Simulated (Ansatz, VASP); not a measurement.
# One calculation of Ta2SiO3, two programs

```
Ta Si O
1.0
     5.03019    0.00000    0.00000
    -2.51509    4.35627    0.00000
     0.00000    0.00000    3.21795
Ta Si O
2 1 3
Direct
  0.33333 0.66667 0.50000
  0.66667 0.33333 0.50000
  0.00000 0.00000 0.00000
  0.59366 0.00000 0.00000
  0.00000 0.59366 0.00000
  0.40634 0.40634 0.00000
```

Alike in both runs: functional PBE; k mesh 6 × 6 × 6; occupations gaussian, width 0.1 eV; no spin polarisation.

Ansatz relaxed the structure, and its values are those at the end. VASP's run is a single point on that final structure, the one shown.

|  | VASP | Ansatz |
| --- | --- | --- |
| version | VASP 6.6.1 | Ansatz 0.2.0 |
| potentials or method | VASP PAW PBE potentials, release 64 (Ta_sv_GW, Si, O), cutoff 600 eV | scalar-relativistic, plane waves, PAW |
| valence electrons in the cell | 48 | 48 |

```csv
,VASP,Ansatz,Ansatz less VASP
gap on the k mesh at the Fermi level (eV),0.68,0.68,+0.001
least direct gap on the mesh (eV),0.68,0.68,+0.001
pressure (GPa),-0.1,0.0,+0.14
rms of the force components (eV/Å),0.007,0.005,-0.0016
```

Neither program's run includes spin-orbit coupling.
